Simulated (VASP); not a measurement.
# Ga (Cmcm) in VASP: further runs

The runs below take Ga through single point, with r2SCAN.

Program: VASP 6.6.1. These are calculated values, not measurements. Logs are shortened: lines on timing, memory, paths and dates and some standing lists are left out, and cuts for length are marked.

### Step 1. The cell of the first run

The structure is orthorhombic, space group Cmcm (No. 63). The conventional cell has a = 2.657 Å, b = 7.449 Å, c = 3.776 Å, α = 90.00°, β = 90.00°, γ = 90.00°. Within 3.5 Å of Ga (site symmetry m2m) lie 8 Ga at 2.66 to 2.89 Å.

### Step 2. Single point, r2SCAN

File POSCAR:

```
Ga
1.0
    1.3285774743     -3.7245982296      0.0000000000
    1.3285774743      3.7245982296      0.0000000000
    0.0000000000      0.0000000000      3.7759088079
Ga
2
Direct
    0.8670000000      0.1330000000      0.2500000000
    0.1330000000      0.8670000000      0.7500000000
```

File INCAR.step1:

```
SYSTEM = Ga
ALGO = Normal ; EDIFF = 1E-4
ENCUT = 520 ; GGA = PE
ISMEAR = 0 ; LASPH = .TRUE.
LCHARG = .FALSE. ; LREAL = .FALSE.
LWAVE = .TRUE. ; NBANDS = 20
NELM = 80 ; PREC = Accurate
SIGMA = 0.15
```

File INCAR.step2:

```
SYSTEM = Ga
ALGO = Normal ; EDIFF = 1E-7
ENCUT = 520 ; ISIF = 2
ISMEAR = 0 ; ISTART = 1
LASPH = .TRUE. ; LCHARG = .FALSE.
LMIXTAU = .TRUE. ; LREAL = .FALSE.
LWAVE = .FALSE. ; METAGGA = R2SCAN
NBANDS = 20 ; NELM = 80
PREC = Accurate ; SIGMA = 0.15
```

File KPOINTS:

```
k-points
0
G
  20 20 16
  0 0 0
```

Potentials or basis: VASP PAW PBE potentials, release 64 (Ga_d).

Run with:

```
> cat potpaw_PBE.64/Ga_d/POTCAR > POTCAR
> cp INCAR.step1 INCAR
> mpirun -np 1 vasp_std > vasp.out
> cp INCAR.step2 INCAR
> mpirun -np 1 vasp_std > vasp.out
```

OUTCAR:

```text
SYSTEM = Ga
   EDIFF = 1E-7
   ENCUT = 520
   ISIF = 2
   ISMEAR = 0
   ISTART = 1
   LASPH = .TRUE.
   LREAL = .FALSE.
   METAGGA = R2SCAN
   NELM = 80
   PREC = Accurate

 ion  position               nearest neighbor table
   1  0.867  0.133  0.250-   2 2.74   2 2.74   2 2.89   2 2.89   2 2.89   2 2.89
   2  0.133  0.867  0.750-   1 2.74   1 2.74   1 2.89   1 2.89   1 2.89   1 2.89

  LATTYP: Found a base centered orthorhombic cell.
 ALAT       =     2.6571549486
 B/A-ratio  =     2.8034482758
 C/A-ratio  =     1.4210344827

  Lattice vectors:

 A1 = (   1.3285774743,  -3.7245982296,   0.0000000000)
 A2 = (   1.3285774743,   3.7245982296,   0.0000000000)
 A3 = (   0.0000000000,   0.0000000000,   3.7759088079)

Analysis of symmetry for initial positions (statically):
=====================================================================
 Subroutine PRICEL returns:
 Original cell was already a primitive cell.

 Routine SETGRP: Setting up the symmetry group for a
 base centered orthorhombic supercell.

 Subroutine GETGRP returns: Found  8 space group operations
 (whereof  4 operations were pure point group operations)
 out of a pool of  8 trial point group operations.

The static configuration has the point symmetry C_2h.
 The point group associated with its full space group is D_2h.

Analysis of symmetry for dynamics (positions and initial velocities):
=====================================================================
 Subroutine PRICEL returns:
 Original cell was already a primitive cell.

 Routine SETGRP: Setting up the symmetry group for a
 base centered orthorhombic supercell.

 Subroutine GETGRP returns: Found  8 space group operations
 (whereof  4 operations were pure point group operations)
 out of a pool of  8 trial point group operations.

The dynamic configuration has the point symmetry C_2h.
 The point group associated with its full space group is D_2h.

 Subroutine INISYM returns: Found  8 space group operations
 (whereof  4 operations are pure point group operations),
 and found     1 'primitive' translations

----------------------------------------------------------------------------------------

                                     Primitive cell

[... 77 lines left out ...]
   ions per type =               2
   NGX,Y,Z   is equivalent  to a cutoff of  12.61, 12.61, 12.33 a.u.
   NGXF,Y,Z  is equivalent  to a cutoff of  25.22, 25.22, 24.66 a.u.
 SYSTEM =  Ga
   PREC   = accura    normal or accurate (medium, high low for compatibility)
   ISTART =      1    job   : 0-new  1-cont  2-samecut
   ICHARG =      0    charge: 1-file 2-atom 10-const
   ISPIN  =      1    spin polarized calculation?
   LNONCOLLINEAR =      F non collinear calculations
   LSORBIT =      F    spin-orbit coupling
   LASPH  =      T    aspherical Exc in radial PAW
   ENCUT  =  520.0 eV  38.22 Ry    6.18 a.u.   7.35  7.35  7.02*2*pi/ulx,y,z
   NELM   =     80;   NELMIN=  2; NELMDL=  0     # of ELM steps
   EDIFF  = 0.1E-06   stopping-criterion for ELM
   LREAL  =      F    real-space projection
   EDIFFG = 0.1E-05   stopping-criterion for IOM
   NSW    =      0    number of steps for IOM
   IBRION =     -1    ionic relax: 0-MD 1-quasi-New 2-CG
   NFREE  =      0    steps in history (QN), initial steepest desc. (CG)
   ISIF   =      2    stress and relaxation
   ISYM   =      2    0-nonsym 1-usesym 2-fastsym
   POTIM  = 0.5000    time-step for ionic-motion
   TEBEG  =    0.0;   TEEND  =   0.0 temperature during run
   PSTRESS=    0.0 pullay stress
   NELECT =      26.0000    total number of electrons
   NUPDOWN=      -1.0000    fix difference up-down
   EMIN   =  10.00;   EMAX   =-10.00  energy-range for DOS
   EFERMI =   0.00;   METHOD = LEGACY
   ISMEAR =     0;   SIGMA  =   0.15  broadening in eV -4-tet -1-fermi 0-gaus
   EFERMI_NEDOS =   21; number of points for ismear=-14 and -15
   IALGO  =     38    algorithm
   IMIX   =      4    mixing-type and parameters
     AMIX     =   0.40;   BMIX     =  1.00
     AMIX_MAG =   1.60;   BMIX_MAG =  1.00
  volume/ion in A,a.u.               =      18.68       126.09
  Fermi-wavevector in a.u.,A,eV,Ry     =   1.450641  2.741314 28.631555  2.104360
  Thomas-Fermi vector in A             =   2.568230
   LORBIT       =      0    0 simple, 1 ext, 2 COOP (PROOUT), +10 PAW based schemes
   METAGGA = R2SCAN    functional components
   LHFCALC =     F    Hartree Fock is set to
   AEXX    =    0.0000 exact exchange contribution
   IVDW    =     0    specifies the selected vdW correction
   LEPSILON=     F    determine dielectric tensor
   LRPA    =     F    only Hartree local field effects (RPA)
 non-spin polarized calculation
 Gauss-broadening in eV      SIGMA  =   0.15
  energy-cutoff  :      520.00
  volume of cell :       37.37
 maximum number of plane-waves:      1028
 NGX is ok and might be reduce to    30

 number of electron      26.0000006 magnetization

 Free energy of the ion-electron system (eV)
  ---------------------------------------------------
  ext. energy  EPLUGINS =         0.00000000
  ---------------------------------------------------
  free energy    TOTEN  =       -22.67288740 eV

  energy without entropy =      -22.66369336  energy(sigma->0) =      -22.66829038

 E-fermi :   5.4094     XC(G=0): -12.0805

 val. band max:        5.4068517354   @ k =  -0.2500   0.1500   0.4375
 cond. band min:       5.4103319578   @ k =  -0.3000   0.2500   0.0000
 fundamental gap:      0.0034802223
 Fermi energy:         5.4094438673

 k-point     1 :       0.0000    0.0000    0.0000
  band No.  band energies     occupation
      1     -10.2748      2.00000
      2     -10.2668      2.00000
      3     -10.2529      2.00000
      4     -10.1891      2.00000
      5      -9.8590      2.00000
      6      -9.8561      2.00000
[... 541 lines left out ...]
     19      15.3241      0.00000
     20      18.3514      0.00000

 [... further k-points ...]
[... 5 lines left out ...]
  --------------------------------------------------------------------------------------
  -------------------------------------------------------------------------------------
  Total        0.0500192      0.0839876     -0.5506145      0.0000000      0.0000000      0.0000000
  in kB        2.1445181      3.6008754    -23.6069797      0.0000000      0.0000000      0.0000000
  external PRESSURE =      -5.9538620 kB  Pullay stress =       0.0000000 kB

 VOLUME and BASIS-vectors are now :
 -----------------------------------------------------------------------------
  energy-cutoff  :      520.00
  volume of cell :       37.37
      direct lattice vectors                 reciprocal lattice vectors
     1.328577474 -3.724598230  0.000000000     0.376342373 -0.134242667  0.000000000
     1.328577474  3.724598230  0.000000000     0.376342373  0.134242667  0.000000000
     0.000000000  0.000000000  3.775908808     0.000000000  0.000000000  0.264836904

 POSITION                                       TOTAL-FORCE (eV/Angst)
 -----------------------------------------------------------------------------------
      1.32858     -2.73386      0.94398         0.000000      0.031715     -0.000000
      1.32858      2.73386      2.83193         0.000000     -0.031715      0.000000
 -----------------------------------------------------------------------------------
    total drift:                                0.000000      0.000000     -0.000000

  FREE ENERGIE OF THE ION-ELECTRON SYSTEM (eV)
  ---------------------------------------------------
  free  energy   TOTEN  =       -22.6728873968 eV

  energy  without entropy=      -22.6636933590  energy(sigma->0) =      -22.66829038
```

OUTCAR.step1:

```text
SYSTEM = Ga
   EDIFF = 1E-4
   ENCUT = 520
   GGA = PE
   ISMEAR = 0
   LASPH = .TRUE.
   LREAL = .FALSE.
[... 777 lines left out ...]
      1.32858     -2.73386      0.94398         0.000000      0.023323     -0.000000
      1.32858      2.73386      2.83193         0.000000     -0.023323      0.000000
 -----------------------------------------------------------------------------------
    total drift:                                0.000000      0.000000     -0.000000

  FREE ENERGIE OF THE ION-ELECTRON SYSTEM (eV)
  ---------------------------------------------------
  free  energy   TOTEN  =        -5.7238866485 eV

  energy  without entropy=       -5.7141147003  energy(sigma->0) =       -5.71900067
```

OSZICAR.step1:

```text
N       E                     dE             d eps       ncg     rms          rms(c)
DAV:   1     0.132441089861E+03    0.13244E+03   -0.13241E+04 42068   0.246E+03
DAV:   2     0.572021144773E+01   -0.12672E+03   -0.12353E+03 41240   0.386E+02
DAV:   3    -0.560289516955E+01   -0.11323E+02   -0.11266E+02 45216   0.945E+01
DAV:   4    -0.577335217060E+01   -0.17046E+00   -0.17034E+00 45884   0.128E+01
DAV:   5    -0.577621845537E+01   -0.28663E-02   -0.28661E-02 46056   0.163E+00    0.141E+00
DAV:   6    -0.573258251002E+01    0.43636E-01   -0.88526E-02 54216   0.493E+00    0.720E-01
DAV:   7    -0.572468585359E+01    0.78967E-02   -0.17801E-02 55928   0.181E+00    0.198E-01
DAV:   8    -0.572386825136E+01    0.81760E-03   -0.23075E-03 44256   0.638E-01    0.213E-02
DAV:   9    -0.572388664846E+01   -0.18397E-04   -0.10082E-04 34816   0.107E-01
   1 F= -.57238866E+01 E0= -.57190007E+01  d E =-.977195E-02
```

Wall time 42 min (1 thread of Oxide Virtual Turin-like, shared host); peak memory 0.62 GiB.

Results:

| Item | Value |
| --- | --- |
| Free energy | -22.6729 eV |
| Pressure | -0.6 GPa |
| Largest force | 0.032 eV/Å |
| Band gap on the k mesh | zero (bands 13 and 14 overlap by 8.54 eV) |

Forces on the atoms (eV/Å):
```
Ga   0.000  0.032  0.000
Ga   0.000 -0.032  0.000
```

Caveat: the PAW data sets were made with another functional, which shifts forces and pressure a little.

### Step 3. Single point, r2SCAN

This run uses another cell than the first one, of the same volume but with other edges.

File POSCAR:

```
Ga
1.0
    1.4266088129     -3.9994240168      0.0000000000
    1.4266088129      3.9994240168      0.0000000000
    0.0000000000      0.0000000000      3.2748051266
Ga
2
Direct
    0.8670000000      0.1330000000      0.2500000000
    0.1330000000      0.8670000000      0.7500000000
```

File INCAR.step1:

```
SYSTEM = Ga
PREC     = Accurate       ! precision mode
ENCUT    = 520            ! plane-wave cutoff, eV
ISMEAR   = 0              ! smearing method
SIGMA    = 0.15           ! smearing width, eV
LREAL    = .False.        ! projectors in reciprocal space
LASPH    = .True.         ! aspherical terms in the spheres
NELM     = 100            ! most SCF steps
NBANDS   = 20             ! bands
GGA      = PE             ! functional
ALGO     = Normal         ! electronic algorithm
EDIFF    = 1E-4           ! SCF threshold, eV
LWAVE    = .True.         ! write WAVECAR
LCHARG   = .False.        ! write CHGCAR
```

File INCAR.step2:

```
SYSTEM = Ga
PREC     = Accurate       ! precision mode
ENCUT    = 520            ! plane-wave cutoff, eV
EDIFF    = 1E-6           ! SCF threshold, eV
ISMEAR   = 0              ! smearing method
SIGMA    = 0.15           ! smearing width, eV
LREAL    = .False.        ! projectors in reciprocal space
LASPH    = .True.         ! aspherical terms in the spheres
NELM     = 100            ! most SCF steps
ALGO     = Normal         ! electronic algorithm
ISIF     = 2              ! what is computed and relaxed
LWAVE    = .False.        ! write WAVECAR
LCHARG   = .False.        ! write CHGCAR
METAGGA  = R2SCAN         ! meta-GGA
LMIXTAU  = .True.       
NBANDS   = 20             ! bands
ISTART   = 1
```

File KPOINTS:

```
Automatic mesh
0
Gamma
  20 20 16
  0 0 0
```

Potentials or basis: VASP PAW PBE potentials, release 64 (Ga_d).

Run with:

```
> cat potpaw_PBE.64/Ga_d/POTCAR > POTCAR
> cp INCAR.step1 INCAR
> mpirun -np 1 vasp_std > vasp.out
> cp INCAR.step2 INCAR
> mpirun -np 1 vasp_std > vasp.out
```

Run time: 56 min. Hardware: 1 thread of Oxide Virtual Turin-like, shared host; peak memory 0.62 GiB.

The run converged. Its results:

| Item | Value |
| --- | --- |
| Free energy | -22.7111 eV |
| Pressure | -1.6 GPa |
| Largest force | 0.186 eV/Å |
| Band gap on the k mesh | zero (bands 13 and 14 overlap by 9.05 eV) |

Forces on the atoms (eV/Å):
```
Ga   0.000  0.186  0.000
Ga   0.000 -0.186  0.000
```

Stress tensor (GPa, compression positive):
```
-3.38  0.00  0.00
 0.00 -1.31  0.00
 0.00  0.00 -0.26
```

Levels at points of the mesh, in eV from the Fermi level:
```
           k point  band 11  band 12  band 13  band 14  band 15  band 16
(0.00, 0.00, 0.00)   -11.82    -2.24    -1.28     2.08     6.17     8.93
(0.50, 0.00, 0.00)    -6.79    -5.55    -1.72     0.02     6.35     6.94
(0.50, 0.50, 0.00)    -9.64    -8.90     4.51     5.34     6.69     6.74
(0.00, 0.00, 0.50)    -8.05    -8.05     1.88     1.88     2.95     2.95
(0.50, 0.00, 0.50)    -3.22    -3.22    -1.81    -1.81     1.98     1.98
(0.50, 0.50, 0.50)    -6.10    -6.10    -4.54    -4.54    10.45    10.45
```

Caveat: the PAW data sets were made with another functional, which shifts forces and pressure a little.

### Step 4. Single point, r2SCAN

This run uses another cell than the first one, of the same volume but with other edges.

File POSCAR:

```
Ga
1.0
    1.4908663979     -4.1795668328      0.0000000000
    1.4908663979      4.1795668328      0.0000000000
    0.0000000000      0.0000000000      2.9985950089
Ga
2
Direct
    0.8670000000      0.1330000000      0.2500000000
    0.1330000000      0.8670000000      0.7500000000
```

File INCAR.step1:

```
SYSTEM = Ga
  ALGO = Normal
  EDIFF = 1E-4
  ENCUT = 520
  GGA = PE
  ISMEAR = 0
  LASPH = .True.
  LCHARG = .False.
  LREAL = .False.
  LWAVE = .True.
  NBANDS = 20
  NELM = 60
  PREC = Accurate
  SIGMA = 0.15
```

File INCAR.step2:

```
SYSTEM = Ga
  ALGO = Normal
  EDIFF = 1E-6
  ENCUT = 520
  ISIF = 2
  ISMEAR = 0
  ISTART = 1
  LASPH = .True.
  LCHARG = .True.
  LELF = .True.
  LMIXTAU = .True.
  LREAL = .False.
  LVHAR = .True.
  LWAVE = .False.
  METAGGA = R2SCAN
  NBANDS = 20
  NELM = 60
  PREC = Accurate
  SIGMA = 0.15
```

File KPOINTS:

```
k-points
0
Gamma
  20 20 16
  0 0 0
```

Run with:

```
> cat potpaw_PBE.64/Ga_d/POTCAR > POTCAR
> cp INCAR.step1 INCAR
> mpirun -np 1 vasp_std > vasp.out
> cp INCAR.step2 INCAR
> mpirun -np 1 vasp_std > vasp.out
```

Run time: 80 min. Hardware: 1 thread of Oxide Virtual Turin-like, shared host; peak memory 0.62 GiB.

Results (log left out):

```
Free energy            : -22.6476 eV
Pressure               : -0.9 GPa
Largest force          : 0.260 eV/Å
Band gap on the k mesh : zero (bands 13 and 14 overlap by 9.51 eV)
```

Forces in eV/Å, atoms in the order of the input:
```
Ga   0.000  0.260  0.000
Ga   0.000 -0.260  0.000
```

Stress tensor (GPa, compression positive):
```
-3.50  0.00  0.00
 0.00 -0.66  0.00
 0.00  0.00  1.41
```

Levels at points of the mesh, in eV from the Fermi level:
| k point | band 9 | band 10 | band 11 | band 12 | band 13 | band 14 | band 15 | band 16 | band 17 | band 18 |
| --- | --- | --- | --- | --- | --- | --- | --- | --- | --- | --- |
| (0.00, 0.00, 0.00) | -15.40 | -15.24 | -11.88 | -2.96 | -2.07 | 4.74 | 7.12 | 8.09 | 8.57 | 10.22 |
| (0.50, 0.00, 0.00) | -15.33 | -15.29 | -7.52 | -5.98 | -2.39 | -0.87 | 6.30 | 8.42 | 8.51 | 11.11 |
| (0.50, 0.50, 0.00) | -15.36 | -15.31 | -9.90 | -9.18 | 5.07 | 6.95 | 7.70 | 7.99 | 8.28 | 8.90 |
| (0.00, 0.00, 0.50) | -15.34 | -15.34 | -7.33 | -7.33 | 1.88 | 1.88 | 2.39 | 2.39 | 10.32 | 10.32 |
| (0.50, 0.00, 0.50) | -15.30 | -15.30 | -3.17 | -3.17 | -1.46 | -1.46 | 1.84 | 1.84 | 4.38 | 4.38 |
| (0.50, 0.50, 0.50) | -15.33 | -15.33 | -5.43 | -5.43 | -4.34 | -4.34 | 9.57 | 9.57 | 11.25 | 11.25 |

Caveat: the PAW data sets were made with another functional, which shifts forces and pressure a little.

### Step 5. The runs side by side

```tsv
cell	gap on the mesh (eV)	pressure (GPa)	largest force (eV/Å)
a = 3.954, b = 3.954, c = 3.776 Å, angles 90.0, 90.0, 140.7°, 2 atoms	none	-0.6	0.03
a = 4.246, b = 4.246, c = 3.275 Å, angles 90.0, 90.0, 140.7°, 2 atoms	none	-1.6	0.19
a = 4.438, b = 4.438, c = 2.999 Å, angles 90.0, 90.0, 140.7°, 2 atoms	none	-0.9	0.26
```

Alike in all rows: task single point; level r2SCAN; potentials or basis VASP PAW PBE potentials, release 64 (Ga_d); no spin polarisation; k mesh 20 × 20 × 16; cutoff (eV) 520; smearing gaussian 0.15 eV.

Caveats: the PAW data sets were made with another functional, which shifts forces and pressure a little.

Total energies depend on the potentials used, so only differences within one code and one set of settings carry meaning.
